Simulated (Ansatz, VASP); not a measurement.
# One calculation of Mg, two programs

```xyz
4
Lattice="3.1768 0.0000 0.0000 -1.5884 2.7512 0.0000 0.0000 0.0000 10.3189" Properties=species:S:1:pos:R:3 pbc="T T T"
Mg    1.5884    0.9171    7.7391
Mg    0.0000    0.0000    5.1594
Mg    0.0000    1.8341    2.5797
Mg    0.0000    0.0000    0.0000
```

Alike in both runs: task single point; functional PBE; k mesh 10 × 10 × 3; occupations gaussian, width 0.022 eV; no spin polarisation.

|  | VASP | Ansatz |
| --- | --- | --- |
| version | VASP 6.6.1 | Ansatz 0.2.0 |
| potentials or method | VASP PAW PBE potentials, release 64 (Mg) | Ansatz PAW |
| plane-wave cutoff (eV) | 520 | 420 |
| valence electrons in the cell | 8 | 40 |

```tsv
	VASP	Ansatz	Ansatz less VASP
gap on the k mesh at the Fermi level (eV)	none	none	-
pressure (GPa)	0.8	1.0	+0.12
traceless stress, the component that is largest in VASP (GPa)	0.91	0.91	-0.001
```

A gap of «none» marks a metal or a gap that the smearing closes. VASP's potentials hold 8 valence electrons a cell and Ansatz's 40, so a difference there can come from the potentials and not from the codes.
